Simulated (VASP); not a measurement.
# In (Im-3m) in VASP: a series of runs

In is run at these levels: PBEsol; tasks: single point.

All numbers are computed with VASP 6.6.1; they aren't measurements. Logs are shortened: lines on timing, memory, paths and dates and some standing lists are left out, and cuts for length are marked.

## (1) The cell of the first run

Symmetry: Im-3m, No. 229, cubic system. Conventional cell: a = 3.571 Å, b = 3.571 Å, c = 3.571 Å, α = 90.00°, β = 90.00°, γ = 90.00°. Within 4.1 Å of In (site symmetry m-3m) lie 14 In at 3.09 to 3.57 Å.

## (2) Single point, PBEsol (volume scaled by 0.88)

The input, INCAR:

```
SYSTEM = In
ALGO = Normal
EDIFF = 1E-7
ENCUT = 520
GGA = PS
ISIF = 2
ISMEAR = -1
LASPH = .True.
LCHARG = .True.
LELF = .True.
LREAL = .False.
LVHAR = .True.
LWAVE = .False.
NBANDS = 12
NELM = 80
PREC = Accurate
SIGMA = 0.1
```

The input, KPOINTS:

```
k-points
0
Gamma
  13 13 13
  0 0 0
```

The input, POSCAR:

```
In
1.0
   -1.7856555689      1.7856555689      1.7856555689
    1.7856555689     -1.7856555689      1.7856555689
    1.7856555689      1.7856555689     -1.7856555689
In
1
Direct
    0.0000000000      0.0000000000      0.0000000000
```

Potentials or basis: VASP PAW PBE potentials, release 64 (In_d).

The run is started by

```sh
$ cat potpaw_PBE.64/In_d/POTCAR > POTCAR
$ mpirun -np 1 vasp_std > vasp.out
```

OUTCAR:

```text
SYSTEM = In
   EDIFF = 1E-7
   ENCUT = 520
   GGA = PS
   ISIF = 2
   ISMEAR = -1
   LASPH = .True.
   LREAL = .False.
   NELM = 80
   PREC = Accurate

 ion  position               nearest neighbor table
   1  0.000  0.000  0.000-

  LATTYP: Found a body centered cubic cell.
 ALAT       =     3.5713111378

  Lattice vectors:

 A1 = (  -1.7856555689,   1.7856555689,   1.7856555689)
 A2 = (   1.7856555689,  -1.7856555689,   1.7856555689)
 A3 = (   1.7856555689,   1.7856555689,  -1.7856555689)

Analysis of symmetry for initial positions (statically):
=====================================================================
 Subroutine PRICEL returns:
 Original cell was already a primitive cell.

 Routine SETGRP: Setting up the symmetry group for a
 body centered cubic supercell.

 Subroutine GETGRP returns: Found 48 space group operations
 (whereof 48 operations were pure point group operations)
 out of a pool of 48 trial point group operations.

The static configuration has the point symmetry O_h .

Analysis of symmetry for dynamics (positions and initial velocities):
=====================================================================
 Subroutine PRICEL returns:
 Original cell was already a primitive cell.

 Routine SETGRP: Setting up the symmetry group for a
 body centered cubic supercell.

 Subroutine GETGRP returns: Found 48 space group operations
 (whereof 48 operations were pure point group operations)
 out of a pool of 48 trial point group operations.

The dynamic configuration has the point symmetry O_h .

 Subroutine INISYM returns: Found 48 space group operations
 (whereof 48 operations are pure point group operations),
 and found     1 'primitive' translations

----------------------------------------------------------------------------------------

                                     Primitive cell

  volume of cell :      22.7747

  direct lattice vectors                    reciprocal lattice vectors
    -1.785655569  1.785655569  1.785655569     0.000000000  0.280009207  0.280009207
     1.785655569 -1.785655569  1.785655569     0.280009207  0.000000000  0.280009207
     1.785655569  1.785655569 -1.785655569     0.280009207  0.280009207  0.000000000

  length of vectors
     3.092846170  3.092846170  3.092846170     0.395992818  0.395992818  0.395992818

  position of ions in fractional coordinates (direct lattice)
     0.000000000  0.000000000  0.000000000

  ion indices of the primitive-cell ions
   primitive index   ion index
                 1           1

----------------------------------------------------------------------------------------

 KPOINTS: k-points

Automatic generation of k-mesh.
 Grid dimensions read from file:
 generate k-points for:   13   13   13

 Generating k-lattice:

  Cartesian coordinates                     Fractional coordinates (reciprocal lattice)
     0.000000000  0.021539170  0.021539170     0.076923077  0.000000000  0.000000000
     0.021539170  0.000000000  0.021539170     0.000000000  0.076923077  0.000000000
     0.021539170  0.021539170  0.000000000     0.000000000  0.000000000  0.076923077

  Length of vectors
     0.030460986  0.030460986  0.030460986

  Shift w.r.t. Gamma in fractional coordinates (k-lattice)
     0.000000000  0.000000000  0.000000000

 Subroutine IBZKPT returns following result:
 ===========================================

 Found     84 irreducible k-points:

 Following reciprocal coordinates:
            Coordinates               Weight
  0.000000  0.000000  0.000000      1.000000
  0.076923  0.000000  0.000000     12.000000
  0.153846  0.000000  0.000000     12.000000
  0.230769  0.000000  0.000000     12.000000
  0.307692  0.000000  0.000000     12.000000
  0.384615  0.000000  0.000000     12.000000
[... 16 lines left out ...]
  0.153846  0.076923  0.076923     24.000000
  0.230769  0.076923  0.076923     24.000000
 [... further k-points ...]
   k-points           NKPTS =     84   k-points in BZ     NKDIM =     84   number of bands    NBANDS=     12
   number of dos      NEDOS =    301   number of ions     NIONS =      1
   total plane-waves  NPLWV =  13824
   dimension x,y,z NGX =    24 NGY =   24 NGZ =   24
   dimension x,y,z NGXF=    48 NGYF=   48 NGZF=   48
   ions per type =               1
   NGX,Y,Z   is equivalent  to a cutoff of  12.90, 12.90, 12.90 a.u.
   NGXF,Y,Z  is equivalent  to a cutoff of  25.80, 25.80, 25.80 a.u.
 SYSTEM =  In
   PREC   = accura    normal or accurate (medium, high low for compatibility)
   ISTART =      0    job   : 0-new  1-cont  2-samecut
   ICHARG =      2    charge: 1-file 2-atom 10-const
   ISPIN  =      1    spin polarized calculation?
   LNONCOLLINEAR =      F non collinear calculations
   LSORBIT =      F    spin-orbit coupling
   LASPH  =      T    aspherical Exc in radial PAW
   ENCUT  =  520.0 eV  38.22 Ry    6.18 a.u.   5.75  5.75  5.75*2*pi/ulx,y,z
   NELM   =     80;   NELMIN=  2; NELMDL= -5     # of ELM steps
   EDIFF  = 0.1E-06   stopping-criterion for ELM
   LREAL  =      F    real-space projection
   EDIFFG = 0.1E-05   stopping-criterion for IOM
   NSW    =      0    number of steps for IOM
   IBRION =     -1    ionic relax: 0-MD 1-quasi-New 2-CG
   NFREE  =      0    steps in history (QN), initial steepest desc. (CG)
   ISIF   =      2    stress and relaxation
   ISYM   =      2    0-nonsym 1-usesym 2-fastsym
   POTIM  = 0.5000    time-step for ionic-motion
   TEBEG  =    0.0;   TEEND  =   0.0 temperature during run
   PSTRESS=    0.0 pullay stress
   NELECT =      13.0000    total number of electrons
   NUPDOWN=      -1.0000    fix difference up-down
   EMIN   =  10.00;   EMAX   =-10.00  energy-range for DOS
   EFERMI =   0.00;   METHOD = LEGACY
   ISMEAR =    -1;   SIGMA  =   0.10  broadening in eV -4-tet -1-fermi 0-gaus
   EFERMI_NEDOS =   21; number of points for ismear=-14 and -15
   IALGO  =     38    algorithm
   IMIX   =      4    mixing-type and parameters
     AMIX     =   0.40;   BMIX     =  1.00
     AMIX_MAG =   1.60;   BMIX_MAG =  1.00
  volume/ion in A,a.u.               =      22.77       153.69
  Fermi-wavevector in a.u.,A,eV,Ry     =   1.358016  2.566278 25.091970  1.844208
  Thomas-Fermi vector in A             =   2.484885
   LORBIT       =      0    0 simple, 1 ext, 2 COOP (PROOUT), +10 PAW based schemes
   GGA     = PS    functional components
   LHFCALC =     F    Hartree Fock is set to
   AEXX    =    0.0000 exact exchange contribution
   IVDW    =     0    specifies the selected vdW correction
   LEPSILON=     F    determine dielectric tensor
   LRPA    =     F    only Hartree local field effects (RPA)
 non-spin polarized calculation
  energy-cutoff  :      520.00
  volume of cell :       22.77
 maximum number of plane-waves:       627
   NGX = 11   NGY = 11   NGZ = 11

 number of electron      13.0000002 magnetization

 Free energy of the ion-electron system (eV)
  ---------------------------------------------------
  ext. energy  EPLUGINS =         0.00000000
  ---------------------------------------------------
  free energy    TOTEN  =        -2.91431309 eV

  energy without entropy =       -2.90086792  energy(sigma->0) =       -2.90759050

 E-fermi :   9.0821     XC(G=0): -11.0847

 val. band max:        8.9835206272   @ k =  -0.3846  -0.3846   0.0769
 cond. band min:       9.1428800586   @ k =  -0.3846   0.3846   0.1538
 fundamental gap:      0.1593594314
 Fermi energy:         9.0820811177

 k-point     1 :       0.0000    0.0000    0.0000
  band No.  band energies     occupation
      1      -5.7474      2.00000
      2      -5.7474      2.00000
      3      -5.7474      2.00000
      4      -5.3504      2.00000
      5      -5.3504      2.00000
      6      -1.5428      2.00000
      7      21.7714      0.00000
      8      21.7714      0.00000
      9      21.7714      0.00000
     10      22.4513      0.00000
     11      22.4513      0.00000
     12      22.4513      0.00000

 k-point     2 :       0.0769    0.0000    0.0000
  band No.  band energies     occupation
      1      -5.7572      2.00000
      2      -5.7398      2.00000
      3      -5.7125      2.00000
      4      -5.3608      2.00000
      5      -5.3505      2.00000
      6      -1.3898      2.00000
      7      20.0006      0.00000
      8      20.9586      0.00000
      9      21.1937      0.00000
     10      21.9789      0.00000
     11      22.1124      0.00000
     12      22.4705      0.00000

 k-point     3 :       0.1538    0.0000    0.0000
  band No.  band energies     occupation
      1      -5.7844      2.00000
      2      -5.7266      2.00000
      3      -5.6147      2.00000
      4      -5.3857      2.00000
      5      -5.3508      2.00000
      6      -0.9249      2.00000
      7      16.9853      0.00000
      8      19.5032      0.00000
      9      19.9684      0.00000
     10      21.4702      0.00000
     11      21.4823      0.00000
     12      22.9590      0.00000
[... 286 lines left out ...]
 k-point    23 :       0.1538    0.0769    0.0769
  band No.  band energies     occupation
      1      -5.8094      2.00000
      2      -5.7611      2.00000
      3      -5.4397      2.00000
      4      -5.3877      2.00000
      5      -5.3610      2.00000
      6       0.1863      2.00000
      7      14.0955      0.00000
      8      15.9070      0.00000
      9      16.5037      0.00000
     10      23.3529      0.00000
     11      23.5876      0.00000
     12      24.2867      0.00000

 k-point    24 :       0.2308    0.0769    0.0769
  band No.  band energies     occupation
      1      -5.8469      2.00000
      2      -5.7625      2.00000
      3      -5.3970      2.00000
      4      -5.3540      2.00000
      5      -5.3265      2.00000
      6       1.3077      2.00000
      7      11.3782      0.00000
      8      14.8421      0.00000
      9      15.6745      0.00000
     10      22.9330      0.00000
     11      23.2524      0.00000
     12      25.4412      0.00000

 [... further k-points ...]
[... 5 lines left out ...]
  --------------------------------------------------------------------------------------
  -------------------------------------------------------------------------------------
  Total        1.0799363      1.0799363      1.0799363      0.0000000      0.0000000     -0.0000000
  in kB       75.9723652     75.9723652     75.9723652      0.0000000      0.0000000     -0.0000000
  external PRESSURE =      75.9723652 kB  Pullay stress =       0.0000000 kB

 VOLUME and BASIS-vectors are now :
 -----------------------------------------------------------------------------
  energy-cutoff  :      520.00
  volume of cell :       22.77
      direct lattice vectors                 reciprocal lattice vectors
    -1.785655569  1.785655569  1.785655569     0.000000000  0.280009207  0.280009207
     1.785655569 -1.785655569  1.785655569     0.280009207  0.000000000  0.280009207
     1.785655569  1.785655569 -1.785655569     0.280009207  0.280009207  0.000000000

 POSITION                                       TOTAL-FORCE (eV/Angst)
 -----------------------------------------------------------------------------------
      0.00000      0.00000      0.00000         0.000000      0.000000      0.000000
 -----------------------------------------------------------------------------------
    total drift:                                0.000000      0.000000      0.000000

  FREE ENERGIE OF THE ION-ELECTRON SYSTEM (eV)
  ---------------------------------------------------
  free  energy   TOTEN  =        -2.9143130937 eV

  energy  without entropy=       -2.9008679156  energy(sigma->0) =       -2.90759050
```

It took 17 s on 1 thread of Intel Xeon 8259CL, shared host; peak memory 0.15 GiB.

What came out:

* Free energy: -2.9143 eV
* Pressure: 7.6 GPa

Levels at points of the mesh, in eV from the Fermi level:
| k point | band 4 | band 5 | band 6 | band 7 | band 8 | band 9 |
| --- | --- | --- | --- | --- | --- | --- |
| (0.00, 0.00, 0.00) | -14.43 | -14.43 | -10.62 | 12.69 | 12.69 | 12.69 |

Caveat: the cell differs from its parent crystal (volume scaled by 0.88); the PAW data sets were made with another functional, which shifts forces and pressure a little; spin-orbit coupling is left out, which moves the levels of the heavy elements.

## (3) Single point, PBEsol (volume scaled by 0.92)

The input, INCAR:

```
SYSTEM = In
PREC     = Accurate       ! precision mode
ENCUT    = 520            ! plane-wave cutoff, eV
EDIFF    = 1E-6           ! SCF threshold, eV
ISMEAR   = -1             ! smearing method
SIGMA    = 0.1            ! smearing width, eV
LREAL    = .FALSE.        ! projectors in reciprocal space
LASPH    = .TRUE.         ! aspherical terms in the spheres
NELM     = 80             ! most SCF steps
ALGO     = Normal         ! electronic algorithm
ISIF     = 2              ! what is computed and relaxed
LWAVE    = .FALSE.        ! write WAVECAR
LCHARG   = .FALSE.        ! write CHGCAR
GGA      = PS             ! functional
NBANDS   = 12             ! bands
```

The input, KPOINTS:

```
regular mesh
0
G
  13 13 13
  0 0 0
```

The input, POSCAR:

```
In
1.0
   -1.8123110744      1.8123110744      1.8123110744
    1.8123110744     -1.8123110744      1.8123110744
    1.8123110744      1.8123110744     -1.8123110744
In
1
Direct
    0.0000000000      0.0000000000      0.0000000000
```

Potentials or basis: VASP PAW PBE potentials, release 64 (In_d).

The run is started by

```sh
$ cat potpaw_PBE.64/In_d/POTCAR > POTCAR
$ mpirun -np 1 vasp_std > vasp.out
```

It took 16 s on 1 thread of Intel Xeon 8259CL, shared host; peak memory 0.15 GiB.

It converged, with:

* Free energy: -2.9531 eV
* Pressure: 4.4 GPa

Levels at points of the mesh, in eV from the Fermi level:
```csv
k point,band 3,band 4,band 5,band 6,band 7,band 8,band 9,band 10
"(0.00, 0.00, 0.00)",-14.74,-14.38,-14.38,-10.26,12.16,12.16,12.16,13.27
```

Caveat: the cell differs from its parent crystal (volume scaled by 0.92); the PAW data sets were made with another functional, which shifts forces and pressure a little; spin-orbit coupling is left out, which moves the levels of the heavy elements.

## (4) Single point, PBEsol (volume scaled by 0.96)

The input, INCAR:

```
PREC = Accurate
ENCUT = 520
EDIFF = 1E-6
ISMEAR = -1
SIGMA = 0.1
LREAL = False
LASPH = True
NELM = 60
ALGO = Normal
ISIF = 2
LWAVE = False
LCHARG = False
GGA = PS
NBANDS = 12
```

The input, KPOINTS:

```
regular mesh
0
Gamma
  13 13 13
```

The input, POSCAR:

```
In
1.0
   -1.8382047309      1.8382047309      1.8382047309
    1.8382047309     -1.8382047309      1.8382047309
    1.8382047309      1.8382047309     -1.8382047309
In
1
Direct
    0.0000000000      0.0000000000      0.0000000000
```

The run is started by

```sh
$ cat potpaw_PBE.64/In_d/POTCAR > POTCAR
$ mpirun -np 1 vasp_std > vasp.out
```

Run time: 16 s. Hardware: 1 thread of Intel Xeon 8259CL, shared host; peak memory 0.15 GiB.

Results (log left out):

* Free energy: -2.9731 eV
* Pressure: 1.8 GPa

Levels at points of the mesh, in eV from the Fermi level:
```
           k point  band 4  band 5  band 6  band 7  band 8  band 9
(0.00, 0.00, 0.00)  -14.34  -14.34   -9.93   11.67   11.67   11.67
```

Caveat: the cell differs from its parent crystal (volume scaled by 0.96); the PAW data sets were made with another functional, which shifts forces and pressure a little; spin-orbit coupling is left out, which moves the levels of the heavy elements.

## (5) Single point, PBEsol

This run uses another cell than the first one, of 25.88 Å³/atom, 1.136 times its volume.

INCAR: that of step 4 with these lines changed.

```diff
@@ -7,3 +7,3 @@
 LASPH = True
-NELM = 60
+NELM = 80
 ALGO = Normal
```

The input, KPOINTS:

```
Automatic mesh
0
Gamma
  13 13 13
```

The input, POSCAR:

```
In
1.0
   -1.8633887471      1.8633887471      1.8633887471
    1.8633887471     -1.8633887471      1.8633887471
    1.8633887471      1.8633887471     -1.8633887471
In
1
Direct
    0.0000000000      0.0000000000      0.0000000000
```

Potentials or basis: VASP PAW PBE potentials, release 64 (In_d).

The run is started by

```sh
$ cat potpaw_PBE.64/In_d/POTCAR > POTCAR
$ mpirun -np 1 vasp_std > vasp.out
```

OUTCAR:

```text
PREC = Accurate
   ENCUT = 520
   EDIFF = 1E-6
   ISMEAR = -1
   LREAL = False
   LASPH = True
   NELM = 80
   ISIF = 2
   GGA = PS

 ion  position               nearest neighbor table
   1  0.000  0.000  0.000-

  LATTYP: Found a body centered cubic cell.
 ALAT       =     3.7267774942

  Lattice vectors:

 A1 = (  -1.8633887471,   1.8633887471,   1.8633887471)
 A2 = (   1.8633887471,  -1.8633887471,   1.8633887471)
[... 527 lines left out ...]
      1      -7.1918      2.00000
      2      -7.1227      2.00000
      3      -6.8703      2.00000
      4      -6.8409      2.00000
      5      -6.8139      2.00000
      6       0.3938      2.00000
      7       9.5047      0.00000
      8      12.7226      0.00000
      9      13.6739      0.00000
     10      20.4615      0.00000
     11      20.5495      0.00000
     12      22.6794      0.00000

 [... further k-points ...]
[... 5 lines left out ...]
  --------------------------------------------------------------------------------------
  -------------------------------------------------------------------------------------
  Total       -0.0264171     -0.0264171     -0.0264171      0.0000000      0.0000000      0.0000000
  in kB       -1.6354035     -1.6354035     -1.6354035      0.0000000      0.0000000      0.0000000
  external PRESSURE =      -1.6354035 kB  Pullay stress =       0.0000000 kB

 VOLUME and BASIS-vectors are now :
 -----------------------------------------------------------------------------
  energy-cutoff  :      520.00
  volume of cell :       25.88
      direct lattice vectors                 reciprocal lattice vectors
    -1.863388747  1.863388747  1.863388747     0.000000000  0.268328335  0.268328335
     1.863388747 -1.863388747  1.863388747     0.268328335  0.000000000  0.268328335
     1.863388747  1.863388747 -1.863388747     0.268328335  0.268328335  0.000000000

 POSITION                                       TOTAL-FORCE (eV/Angst)
 -----------------------------------------------------------------------------------
      0.00000      0.00000      0.00000        -0.000000      0.000000      0.000000
 -----------------------------------------------------------------------------------
    total drift:                                0.000000      0.000000      0.000000

  FREE ENERGIE OF THE ION-ELECTRON SYSTEM (eV)
  ---------------------------------------------------
  free  energy   TOTEN  =        -2.9785618239 eV

  energy  without entropy=       -2.9636583800  energy(sigma->0) =       -2.97111010
```

OSZICAR:

```text
N       E                     dE             d eps       ncg     rms          rms(c)
DAV:   1     0.791458408759E+02    0.79146E+02   -0.62826E+03  2056   0.137E+03
DAV:   2     0.774890427710E+00   -0.78371E+02   -0.76239E+02  2108   0.299E+02
DAV:   3    -0.293283953655E+01   -0.37077E+01   -0.36955E+01  2404   0.645E+01
DAV:   4    -0.301907513650E+01   -0.86236E-01   -0.86211E-01  2580   0.970E+00
DAV:   5    -0.302232814397E+01   -0.32530E-02   -0.32529E-02  2676   0.167E+00    0.231E+00
DAV:   6    -0.298605025271E+01    0.36278E-01   -0.58314E-02  2512   0.498E+00    0.109E+00
DAV:   7    -0.297921528818E+01    0.68350E-02   -0.15327E-02  2616   0.234E+00    0.280E-01
DAV:   8    -0.297855892004E+01    0.65637E-03   -0.87067E-04  2644   0.496E-01    0.257E-02
DAV:   9    -0.297856110835E+01   -0.21883E-05   -0.10627E-05  2876   0.417E-02    0.166E-02
DAV:  10    -0.297856182395E+01   -0.71560E-06   -0.70579E-07  1468   0.103E-02
   1 F= -.29785618E+01 E0= -.29711101E+01  d E =-.149034E-01
```

Run time: 18 s. Hardware: 1 thread of Intel Xeon 8259CL, shared host; peak memory 0.15 GiB.

Results:

```yaml
Free_energy: -2.9786 eV
Pressure: -0.2 GPa
```

Caveat: the PAW data sets were made with another functional, which shifts forces and pressure a little; spin-orbit coupling is left out, which moves the levels of the heavy elements.

[end of part 1 of 2]
